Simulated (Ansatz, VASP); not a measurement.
# Two plane-wave programs on BaTe

Contents of INCAR:

```
SYSTEM = BaTe
PREC = Accurate ; ENCUT = 520
EDIFF = 1E-7 ; ISMEAR = -1
SIGMA = 0.02 ; LREAL = .False.
LASPH = .True. ; NELM = 80
ALGO = Normal ; ISIF = 2
LWAVE = .False. ; LCHARG = .False.
GGA = PE ; NBANDS = 15
```

The input KPOINTS:

```
Automatic mesh
0
Gamma
  6 6 6
  0 0 0
```

POSCAR

```
BaTe
1.0
    0.0000000000      3.5323868249      3.5323868249
    3.5323868249      0.0000000000      3.5323868249
    3.5323868249      3.5323868249      0.0000000000
Ba Te
1 1
Direct
    0.0000000000      0.0000000000      0.0000000000
    0.5000000000      0.5000000000      0.5000000000
```

Input for Ansatz:

```yaml
crystal:
  lattice:
    - [0.0, 3.5323868249, 3.5323868249]
    - [3.5323868249, 0.0, 3.5323868249]
    - [3.5323868249, 3.5323868249, 0.0]
  atoms:
    - { symbol: Ba, position: [0.0, 0.0, 0.0] }
    - { symbol: Te, position: [0.5, 0.5, 0.5] }
kpoints:
  mp_grid: { grid: [6, 6, 6] }
  band_path:
    path:
      - [0.0, 0.0, 0.0]
      - [0.5, 0.0, 0.5]
      - [0.625, 0.25, 0.625]
      - [0.375, 0.375, 0.75]
      - [0.5, 0.5, 0.5]
      - [0.5, 0.25, 0.75]
      - [0.0, 0.5, 0.5]
    npoints: 1
hamiltonian:
  xc: pbe
scf:
  occupations: { method: fermi_dirac, width: 0.02 }
  n_extra_bands: 4
output:
  forces: true
  stress: true
  eigenvalues: true
```

Alike in both runs: task single point; functional PBE; k mesh 6 × 6 × 6; occupations fermi-dirac, width 0.02 eV; no spin polarisation.

|  | VASP | Ansatz |
| --- | --- | --- |
| version | VASP 6.6.1 | Ansatz 0.2.0 |
| potentials or method | VASP PAW PBE potentials, release 64 (Ba_sv, Te) | plane waves, PAW |
| plane-wave cutoff (eV) | 520 | 420 |
| valence electrons in the cell | 16 | 26 |

Ansatz gave:

| Item | Value |
| --- | --- |
| gap on the k mesh at the Fermi level (eV) | 1.65 |
| pressure (GPa) | 0.0 |

Which values does VASP return?

gap on the k mesh at the Fermi level (eV): 1.58; pressure (GPa): 0.3.

VASP's potentials hold 16 valence electrons a cell and Ansatz's 26, so a difference there can come from the potentials and not from the codes.

Neither program's run includes spin-orbit coupling.
